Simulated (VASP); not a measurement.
# AlFe (Pm-3m) in VASP: further runs

AlFe is run at these levels: PBEsol; tasks: single point, relaxation of cell and atoms.

Program: VASP 6.6.1. These are calculated values, not measurements. Logs are shortened: lines on timing, memory, paths and dates and some standing lists are left out, and cuts for length are marked.

## 1. The cell of the first run

Symmetry: Pm-3m, No. 221, cubic system. Conventional cell: a = 2.845 Å, b = 2.845 Å, c = 2.845 Å, α = 90.00°, β = 90.00°, γ = 90.00°. Within 3.3 Å of Al (site symmetry m-3m) lie 8 Fe at 2.46 Å and 6 Al at 2.85 Å. Within 3.3 Å of Fe (site symmetry m-3m) lie 8 Al at 2.46 Å and 6 Fe at 2.85 Å.

## 2. Single point, PBEsol, collinear spin, ferromagnetic start

Contents of INCAR:

```
SYSTEM = AlFe
PREC = Accurate
ENCUT = 520
EDIFF = 1E-6
ISMEAR = 0
SIGMA = 0.1
LREAL = .FALSE.
LASPH = .TRUE.
NELM = 150
ALGO = Normal
ISIF = 2
LWAVE = .FALSE.
LCHARG = .FALSE.
ISPIN = 2
MAGMOM = 0 0.79
LORBIT = 11
LMAXMIX = 4
GGA = PS
NBANDS = 16
```

Contents of KPOINTS:

```
Automatic mesh
0
G
  14 14 14
  0 0 0
```

Contents of POSCAR:

```
AlFe
1.0
    2.8450118711      0.0000000000      0.0000000000
    0.0000000000      2.8450118711      0.0000000000
    0.0000000000      0.0000000000      2.8450118711
Al Fe
1 1
Direct
    0.0000000000      0.0000000000      0.0000000000
    0.5000000000      0.5000000000      0.5000000000
```

Potentials or basis: VASP PAW PBE potentials, release 64 (Al, Fe).

Launch:

```sh
$ cat potpaw_PBE.64/Al/POTCAR potpaw_PBE.64/Fe/POTCAR > POTCAR
$ mpirun -np 1 vasp_std > vasp.out
```

OUTCAR:

```text
SYSTEM = AlFe
   PREC = Accurate
   ENCUT = 520
   EDIFF = 1E-6
   ISMEAR = 0
   LREAL = .FALSE.
   LASPH = .TRUE.
   NELM = 150
   ISIF = 2
   ISPIN = 2
   LORBIT = 11
   GGA = PS

 ion  position               nearest neighbor table
   1  0.000  0.000  0.000-   2 2.46   2 2.46   2 2.46   2 2.46   2 2.46   2 2.46   2 2.46   2 2.46

   2  0.500  0.500  0.500-   1 2.46   1 2.46   1 2.46   1 2.46   1 2.46   1 2.46   1 2.46   1 2.46

  LATTYP: Found a simple cubic cell.
 ALAT       =     2.8450118711

  Lattice vectors:

 A1 = (   2.8450118711,   0.0000000000,   0.0000000000)
 A2 = (   0.0000000000,   2.8450118711,   0.0000000000)
 A3 = (   0.0000000000,   0.0000000000,   2.8450118711)

Analysis of symmetry for initial positions (statically):
=====================================================================
 Subroutine PRICEL returns:
 Original cell was already a primitive cell.

 Routine SETGRP: Setting up the symmetry group for a
 simple cubic supercell.

 Subroutine GETGRP returns: Found 48 space group operations
 (whereof 48 operations were pure point group operations)
 out of a pool of 48 trial point group operations.

The static configuration has the point symmetry O_h .

Analysis of symmetry for dynamics (positions and initial velocities):
=====================================================================
 Subroutine PRICEL returns:
 Original cell was already a primitive cell.

 Routine SETGRP: Setting up the symmetry group for a
 simple cubic supercell.

 Subroutine GETGRP returns: Found 48 space group operations
 (whereof 48 operations were pure point group operations)
 out of a pool of 48 trial point group operations.

The dynamic configuration has the point symmetry O_h .

Analysis of structural, dynamic, and magnetic symmetry:
=====================================================================
 Subroutine PRICEL returns:
 Original cell was already a primitive cell.

 Routine SETGRP: Setting up the symmetry group for a
 simple cubic supercell.

 Subroutine GETGRP returns: Found 48 space group operations
 (whereof 48 operations were pure point group operations)
 out of a pool of 48 trial point group operations.

The overall configuration has the point symmetry O_h .

 Subroutine INISYM returns: Found 48 space group operations
 (whereof 48 operations are pure point group operations),
 and found     1 'primitive' translations

----------------------------------------------------------------------------------------

[... 111 lines left out ...]
     AMIX     =   0.40;   BMIX     =  1.00
     AMIX_MAG =   1.60;   BMIX_MAG =  1.00
  volume/ion in A,a.u.               =      11.51        77.70
  Fermi-wavevector in a.u.,A,eV,Ry     =   1.279740  2.418357 22.282720  1.637734
  Thomas-Fermi vector in A             =   2.412208
   LORBIT       =     11    0 simple, 1 ext, 2 COOP (PROOUT), +10 PAW based schemes
   GGA     = PS    functional components
   LHFCALC =     F    Hartree Fock is set to
   AEXX    =    0.0000 exact exchange contribution
   IVDW    =     0    specifies the selected vdW correction
   LEPSILON=     F    determine dielectric tensor
   LRPA    =     F    only Hartree local field effects (RPA)
 spin polarized calculation
 Gauss-broadening in eV      SIGMA  =   0.10
  energy-cutoff  :      520.00
  volume of cell :       23.03
 maximum number of plane-waves:       639
 NGX is ok and might be reduce to    24
   NGX = 11   NGY = 11   NGZ = 11

 number of electron      11.0000003 magnetization       0.6549955

 Free energy of the ion-electron system (eV)
  ---------------------------------------------------
  ext. energy  EPLUGINS =         0.00000000
  ---------------------------------------------------
  free energy    TOTEN  =       -13.73587866 eV

  energy without entropy =      -13.72540498  energy(sigma->0) =      -13.73064182

 E-fermi :   8.2055     XC(G=0): -12.4065

 val. band max:        8.2017703128   @ k =   0.5000   0.2857   0.1429
 cond. band min:       8.2149976048   @ k =   0.4286   0.3571   0.3571
 fundamental gap:      0.0132272920
 Fermi energy:         8.2055069870

 spin component 1

 k-point     1 :       0.0000    0.0000    0.0000
  band No.  band energies     occupation
      1      -2.3676      1.00000
      2       5.5886      1.00000
      3       5.5886      1.00000
      4       7.9010      0.99999
      5       7.9010      0.99999
      6       7.9010      0.99999
[... 435 lines left out ...]
      5       7.1488      1.00000
      6       7.6245      1.00000
[... 8 lines left out ...]
     15      27.1464      0.00000
     16      30.1436      0.00000

 [... further k-points ...]

 spin component 2

 k-point     1 :       0.0000    0.0000    0.0000
  band No.  band energies     occupation
      1      -2.3447      1.00000
      2       5.9411      1.00000
      3       5.9411      1.00000
      4       8.6581      0.00000
      5       8.6581      0.00000
      6       8.6581      0.00000
[... 435 lines left out ...]
      5       7.8287      1.00000
      6       8.3534      0.01821
[... 8 lines left out ...]
     15      27.1983      0.00000
     16      30.1508      0.00000

 [... further k-points ...]
[... 5 lines left out ...]
  --------------------------------------------------------------------------------------
  -------------------------------------------------------------------------------------
  Total        0.0264226      0.0264226      0.0264226     -0.0000000     -0.0000000     -0.0000000
  in kB        1.8383744      1.8383744      1.8383744     -0.0000000     -0.0000000     -0.0000000
  external PRESSURE =       1.8383744 kB  Pullay stress =       0.0000000 kB

 VOLUME and BASIS-vectors are now :
 -----------------------------------------------------------------------------
  energy-cutoff  :      520.00
  volume of cell :       23.03
      direct lattice vectors                 reciprocal lattice vectors
     2.845011871  0.000000000  0.000000000     0.351492382  0.000000000  0.000000000
     0.000000000  2.845011871  0.000000000     0.000000000  0.351492382  0.000000000
     0.000000000  0.000000000  2.845011871     0.000000000  0.000000000  0.351492382

 POSITION                                       TOTAL-FORCE (eV/Angst)
 -----------------------------------------------------------------------------------
      0.00000      0.00000      0.00000         0.000000      0.000000      0.000000
      1.42251      1.42251      1.42251         0.000000      0.000000      0.000000
 -----------------------------------------------------------------------------------
    total drift:                                0.000000     -0.000000     -0.000000

  FREE ENERGIE OF THE ION-ELECTRON SYSTEM (eV)
  ---------------------------------------------------
  free  energy   TOTEN  =       -13.7358786627 eV

  energy  without entropy=      -13.7254049795  energy(sigma->0) =      -13.73064182

 total charge

# of ion       s       p       d       tot
------------------------------------------
    1        0.403   0.450   0.000   0.853
    2        0.447   0.528   6.520   7.495
--------------------------------------------------
tot          0.850   0.978   6.520   8.348

 magnetization (x)

# of ion       s       p       d       tot
------------------------------------------
    1       -0.007  -0.014   0.000  -0.021
    2       -0.001   0.007   0.681   0.687
--------------------------------------------------
tot         -0.008  -0.007   0.681   0.667
```

OSZICAR:

```text
N       E                     dE             d eps       ncg     rms          rms(c)
DAV:   1     0.284234695912E+02    0.28423E+02   -0.42494E+03  7872   0.660E+02
DAV:   2    -0.144136204875E+02   -0.42837E+02   -0.38309E+02  9192   0.141E+02
DAV:   3    -0.158378588763E+02   -0.14242E+01   -0.14091E+01  9360   0.269E+01
DAV:   4    -0.158578259371E+02   -0.19967E-01   -0.19962E-01  9640   0.287E+00
DAV:   5    -0.158584725571E+02   -0.64662E-03   -0.64661E-03  9792   0.563E-01    0.148E+01
DAV:   6    -0.176807973272E+02   -0.18223E+01   -0.49864E+01  8768   0.784E+01    0.180E+01
DAV:   7    -0.137850331422E+02    0.38958E+01   -0.30144E+01  9096   0.497E+01    0.277E+00
DAV:   8    -0.137458397100E+02    0.39193E-01   -0.14309E-01  9888   0.298E+00    0.167E+00
DAV:   9    -0.137356658577E+02    0.10174E-01   -0.53480E-02  9576   0.198E+00    0.593E-01
DAV:  10    -0.137356448077E+02    0.21050E-04   -0.15166E-03  9936   0.239E-01    0.253E-01
DAV:  11    -0.137357886668E+02   -0.14386E-03   -0.54833E-05 10560   0.703E-02    0.196E-01
DAV:  12    -0.137358771729E+02   -0.88506E-04   -0.20226E-04 10872   0.119E-01    0.674E-02
DAV:  13    -0.137358786108E+02   -0.14379E-05   -0.24015E-05 11144   0.457E-02    0.240E-02
DAV:  14    -0.137358786627E+02   -0.51882E-07   -0.78236E-07  5280   0.907E-03
   1 F= -.13735879E+02 E0= -.13730642E+02  d E =-.104737E-01  mag=     0.6570
```

stdout:

```text
POSCAR found type information on POSCAR AlFe
 POSCAR found :  2 types and       2 ions
 scaLAPACK will be used
 -----------------------------------------------------------------------------
|                                                                             |
|                                                                             |
|     You enforced a specific xc type in the INCAR file but a different       |
|     I HOPE YOU KNOW WHAT YOU ARE DOING!                                     |
|                                                                             |
 -----------------------------------------------------------------------------

 LDA part: xc-table for (Slater+PW92), standard interpolation
 POSCAR, INCAR and KPOINTS ok, starting setup
 FFT: planning ... GRIDC
 FFT: planning ... GRID_SOFT
 FFT: planning ... GRID
 WAVECAR not read
 entering main loop
```

It took 26 s on 1 thread of Intel Xeon 6975P-C (Granite Rapids), shared host; peak memory 0.2 GiB.

Results:

- Free energy: -13.7359 eV
- Pressure: 0.2 GPa
- Net moment: 0.65 μB per cell
- Site moments: Al -0.02; Fe +0.69 μB
- Valence electrons inside the program's atomic spheres: Al 0.85; Fe 7.50

Caveat: the PAW data sets were made with another functional, which shifts forces and pressure a little.

## 3. Relaxation of cell and atoms, PBEsol, collinear spin, ferromagnetic start

This run uses another cell than the first one, of 11.49 Å³/atom, 0.998 times its volume.

Contents of INCAR:

```
  PREC = Accurate
  ENCUT = 600
  EDIFF = 1E-6
  ISMEAR = 0
  SIGMA = 0.1
  LREAL = False
  LASPH = True
  NELM = 150
  ALGO = Normal
  ISIF = 3
  LWAVE = False
  LCHARG = False
  ISPIN = 2
  MAGMOM = 0 0.79
  LORBIT = 11
  LMAXMIX = 4
  GGA = PS
  IBRION = 2
  NSW = 100
  EDIFFG = -0.005
```

Contents of KPOINTS:

```
Automatic mesh
0
Gamma
  14 14 14
```

Contents of POSCAR:

```
AlFe
1.0
    2.8430767178      0.0000000000      0.0000000000
    0.0000000000      2.8430767178      0.0000000000
    0.0000000000      0.0000000000      2.8430767178
Al Fe
1 1
Direct
    0.0000000000      0.0000000000      0.0000000000
    0.5000000000      0.5000000000      0.5000000000
```

Potentials or basis: VASP PAW PBE potentials, release 64 (Al, Fe).

Launch:

```sh
$ cat potpaw_PBE.64/Al/POTCAR potpaw_PBE.64/Fe/POTCAR > POTCAR
$ mpirun -np 1 vasp_std > vasp.out
```

Run time: 30 s. Hardware: 1 thread of Intel Xeon 6975P-C (Granite Rapids), shared host; peak memory 0.19 GiB.

The run converged. Its results:

```
Free energy                                           : -13.7357 eV
Relaxed volume                                        : 11.52 Å³/atom
Relaxed cell                                          : a = 2.846 Å, b = 2.846 Å, c = 2.846 Å, α = 90.00°, β = 90.00°, γ = 90.00°
Space group after relaxing (to 0.05 Å)                : Pm-3m (No. 221)
Energy gained by relaxing                             : 0.1 meV/atom
Ionic steps                                           : 3
Pressure after relaxing                               : 0.0 GPa
Net moment                                            : 0.66 μB per cell
Site moments                                          : Al -0.02; Fe +0.69 μB
Valence electrons inside the program's atomic spheres : Al 0.85; Fe 7.49
```

Step by step:
| step | energy change (eV) | largest force (eV/Å) | pressure (GPa) | volume (Å³) |
| --- | --- | --- | --- | --- |
| 1 | 0.0000 | 0.0000 | 0.58 | 22.98 |
| 2 | 0.0000 | 0.0000 | -0.61 | 23.12 |
| 3 | -0.0001 | 0.0000 | 0.02 | 23.05 |

Final structure:
```
Al Fe
1.0
     2.84584    0.00000    0.00000
     0.00000    2.84584    0.00000
     0.00000    0.00000    2.84584
Al Fe
1 1
Direct
  0.00000 0.00000 0.00000
  0.50000 0.50000 0.50000
```

Levels at points of the mesh, in eV from the Fermi level:
Spin up:
| k point | band 3 | band 4 | band 5 | band 6 | band 7 | band 8 | band 9 |
| --- | --- | --- | --- | --- | --- | --- | --- |
| (0.00, 0.00, 0.00) | -2.62 | -0.31 | -0.31 | -0.31 | 6.54 | 6.54 | 6.54 |
| (0.50, 0.00, 0.00) | -1.96 | -1.30 | -1.30 | -0.18 | 0.97 | 8.79 | 11.24 |
| (0.50, 0.50, 0.00) | -2.13 | -2.13 | -1.07 | -1.07 | 0.49 | 3.37 | 4.33 |
| (0.50, 0.50, 0.50) | -3.69 | 0.54 | 0.54 | 3.00 | 3.00 | 3.00 | 4.60 |
Spin down:
```csv
k point,band 3,band 4,band 5,band 6,band 7,band 8
"(0.00, 0.00, 0.00)",-2.26,0.45,0.45,0.45,6.59,6.59
"(0.50, 0.00, 0.00)",-1.55,-0.64,-0.64,0.59,1.45,8.72
"(0.50, 0.50, 0.00)",-2.12,-2.12,-0.37,-0.37,1.02,3.70
"(0.50, 0.50, 0.50)",-3.31,1.06,1.06,3.07,3.07,3.07
```

Caveat: the PAW data sets were made with another functional, which shifts forces and pressure a little.

## 4. Single point, PBEsol, collinear spin, ferromagnetic start

Contents of INCAR:

```
ALGO = Normal
EDIFF = 1E-6
ENCUT = 520
GGA = PS
ISIF = 2
ISMEAR = 0
ISPIN = 2
LASPH = True
LCHARG = False
LMAXMIX = 4
LORBIT = 11
LREAL = False
LWAVE = False
MAGMOM = 0 0.75
NBANDS = 16
NELM = 150
PREC = Accurate
SIGMA = 0.15
```

Contents of KPOINTS:

```
k-points
0
Gamma
  18 18 18
```

Contents of POSCAR:

```
AlFe
1.0
    2.8450118711      0.0000000000      0.0000000000
    0.0000000000      2.8450118711      0.0000000000
    0.0000000000      0.0000000000      2.8450118711
Al Fe
1 1
Direct
    0.0000000000      0.0000000000      0.0000000000
    0.5000000000      0.5000000000      0.5000000000
```

Launch:

```sh
$ cat potpaw_PBE.64/Al/POTCAR potpaw_PBE.64/Fe/POTCAR > POTCAR
$ mpirun -np 1 vasp_std > vasp.out
```

Wall time 45 s (1 thread of Intel Xeon 6975P-C (Granite Rapids), shared host); peak memory 0.24 GiB.

The run converged. Its results:

- Free energy: -13.7441 eV
- Pressure: 0.4 GPa
- Net moment: 0.69 μB per cell
- Site moments: Al -0.02; Fe +0.72 μB
- Valence electrons inside the program's atomic spheres: Al 0.85; Fe 7.49

Levels at points of the mesh, in eV from the Fermi level:
Spin up:
```tsv
k point	band 3	band 4	band 5	band 6	band 7	band 8	band 9	band 10
(0.00, 0.00, 0.00)	-2.65	-0.33	-0.33	-0.33	6.53	6.53	6.53	9.48
(0.50, 0.00, 0.00)	-1.99	-1.32	-1.32	-0.20	0.94	8.78	11.23	11.23
(0.50, 0.50, 0.00)	-2.15	-2.15	-1.09	-1.09	0.46	3.35	4.31	13.21
(0.50, 0.50, 0.50)	-3.72	0.51	0.51	2.98	2.98	2.98	4.60	6.17
```
Spin down:
```csv
k point,band 2,band 3,band 4,band 5,band 6,band 7,band 8,band 9
"(0.00, 0.00, 0.00)",-2.26,-2.26,0.45,0.45,0.45,6.58,6.58,6.58
"(0.50, 0.00, 0.00)",-6.07,-1.54,-0.64,-0.64,0.59,1.46,8.71,11.32
"(0.50, 0.50, 0.00)",-2.33,-2.13,-2.13,-0.38,-0.38,1.03,3.71,4.83
"(0.50, 0.50, 0.50)",-3.33,-3.33,1.07,1.07,3.06,3.06,3.06,4.54
```

Caveat: the PAW data sets were made with another functional, which shifts forces and pressure a little.

## 5. Overview

```csv
task,cell,k mesh,cutoff (eV),smearing,gap on the mesh (eV),pressure (GPa),moment (μB)
single point,"a = 2.845 Å, 2 atoms",14 × 14 × 14,520,gaussian 0.1 eV,none,0.2,0.65
relaxation of cell and atoms,"relaxed from a = 2.843 Å, 2 atoms",14 × 14 × 14,600,gaussian 0.1 eV,none,0.0,0.66
single point,"a = 2.845 Å, 2 atoms",18 × 18 × 18,520,gaussian 0.15 eV,none,0.4,0.69
```

Alike in all rows: level PBEsol; potentials or basis VASP PAW PBE potentials, release 64 (Al, Fe); spin collinear, ferromagnetic start.

Caveats: the PAW data sets were made with another functional, which shifts forces and pressure a little.

Absolute energies hang on the potentials; compare differences alone.
